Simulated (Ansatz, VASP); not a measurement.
Two plane-wave programs on SnS3

```
Sn S
1.0
     3.34679    0.00000    0.00000
     0.00000    3.34679    0.00000
     0.00000    0.00000    6.68235
Sn S
1 3
Cartesian
  0.0000 0.0000 0.0000
  1.6734 1.6734 1.6866
  1.6734 1.6734 4.9958
  0.0000 0.0000 3.3412
```

Change from the starting cell: species swapped into the HgPb3 type (P4/mmm, No. 123).

Alike in both runs: functional PBE; k mesh 6 × 6 × 4; occupations gaussian, width 0.1 eV; no spin polarisation.

Ansatz relaxed the structure, and its values are those at the end. VASP's run is a single point on that final structure, the one shown.

```csv
,VASP,Ansatz
version,VASP 6.6.1,Ansatz 0.2.0
potentials or method,"VASP PAW PBE potentials, release 64 (Sn_d, S), cutoff 520 eV","scalar-relativistic, plane waves, PAW"
valence electrons in the cell,32,32
```

|  | VASP | Ansatz | Ansatz less VASP |
| --- | --- | --- | --- |
| gap on the k mesh at the Fermi level (eV) | none | none | - |
| pressure (GPa) | -0.1 | 0.0 | +0.08 |

A gap of «none» marks a metal or a gap that the smearing closes.
